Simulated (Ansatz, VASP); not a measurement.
One calculation of AlGa3N4, two programs

The input POSCAR:

```
AlGa3N4
1.0
    5.0618363989      0.0000000000      0.0000166728
    0.0000000000      3.1159630917      0.0000000000
   -0.0036389629      0.0000000000      5.3126847406
Al Ga N
1 3 4
Direct
    0.0005828853      0.5000000000      0.6672982354
    0.4991712869      0.5000000000      0.3350606988
    0.4992511917      0.0000000000      0.8314570704
    0.9998609984      0.0000000000      0.1661913851
    0.1194130440      0.5000000000      0.3406010344
    0.1173310426      0.0000000000      0.8259310373
    0.6202395499      0.0000000000      0.1661937141
    0.6317500112      0.5000000000      0.6672678245
```

Contents of INCAR.step1:

```
SYSTEM = AlGa3N4
  PREC = Accurate
  ENCUT = 520
  ISMEAR = 0
  SIGMA = 0.05
  LREAL = .FALSE.
  LASPH = .TRUE.
  NELM = 60
  NBANDS = 41
  GGA = PE
  ALGO = Normal
  EDIFF = 1E-4
  LWAVE = .TRUE.
  LCHARG = .FALSE.
```

File INCAR.step2:

```
SYSTEM = AlGa3N4
  PREC = Accurate
  ENCUT = 520
  EDIFF = 1E-6
  ISMEAR = 0
  SIGMA = 0.05
  LREAL = .FALSE.
  LASPH = .TRUE.
  NELM = 60
  ALGO = Normal
  ISIF = 2
  LWAVE = .FALSE.
  LCHARG = .FALSE.
  METAGGA = R2SCAN
  LMIXTAU = .TRUE.
  NBANDS = 41
  ISTART = 1
```

File KPOINTS:

```
regular mesh
0
G
  6 8 4
  0 0 0
```

Input for Ansatz:

```yaml
crystal:
  lattice:
    - [5.0618363989, 0.0, 1.66728e-05]
    - [0.0, 3.1159630917, 0.0]
    - [-0.0036389629, 0.0, 5.3126847406]
  atoms:
    - { symbol: Al, position: [0.0005828853, 0.5, 0.6672982354] }
    - { symbol: Ga, position: [0.4991712869, 0.5, 0.3350606988] }
    - { symbol: Ga, position: [0.4992511917, 0.0, 0.8314570704] }
    - { symbol: Ga, position: [0.9998609984, 0.0, 0.1661913851] }
    - { symbol: "N", position: [0.119413044, 0.5, 0.3406010344] }
    - { symbol: "N", position: [0.1173310426, 0.0, 0.8259310373] }
    - { symbol: "N", position: [0.6202395499, 0.0, 0.1661937141] }
    - { symbol: "N", position: [0.6317500112, 0.5, 0.6672678245] }
basis:
  ecutwfc: 500
kpoints:
  mp_grid: { grid: [6, 8, 4] }
hamiltonian:
  xc: r2scan
scf:
  occupations: { method: gaussian, width: 0.05 }
output:
  forces: true
  stress: true
  eigenvalues: true
  write_density: true
  write_potential: true
  elf: true
  volumetric_format: npy
```

Change from the starting cell: strain -0.015 along x and y, -0.030 along z, atoms carried along.

Alike in both runs: task single point; functional r2SCAN; k mesh 6 × 8 × 4; occupations gaussian, width 0.05 eV; no spin polarisation.

```csv
,VASP,Ansatz
version,VASP 6.6.1,Ansatz 0.2.0
potentials or method,"VASP PAW PBE potentials, release 64 (Al, Ga_d, N), cutoff 520 eV","scalar-relativistic, plane waves, PAW"
valence electrons in the cell,62,62
```

Ansatz gave:

```
gap on the k mesh at the Fermi level (eV)                     : 3.31
least direct gap on the mesh (eV)                             : 3.31
pressure (GPa)                                                : 13.9
traceless stress, the component that is largest in VASP (GPa) : 4.28
rms of the force components (eV/Å)                            : 0.133
```

**Question.** Which values does VASP return?

**Answer.** gap on the k mesh at the Fermi level (eV): 3.30; least direct gap on the mesh (eV): 3.30; pressure (GPa): 14.8; traceless stress, the component that is largest in VASP (GPa): 4.37; rms of the force components (eV/Å): 0.140.

VASP's potentials were made for PBE, not for r2SCAN. Atom by atom the forces differ by 0.032 eV/Å (rms over components).
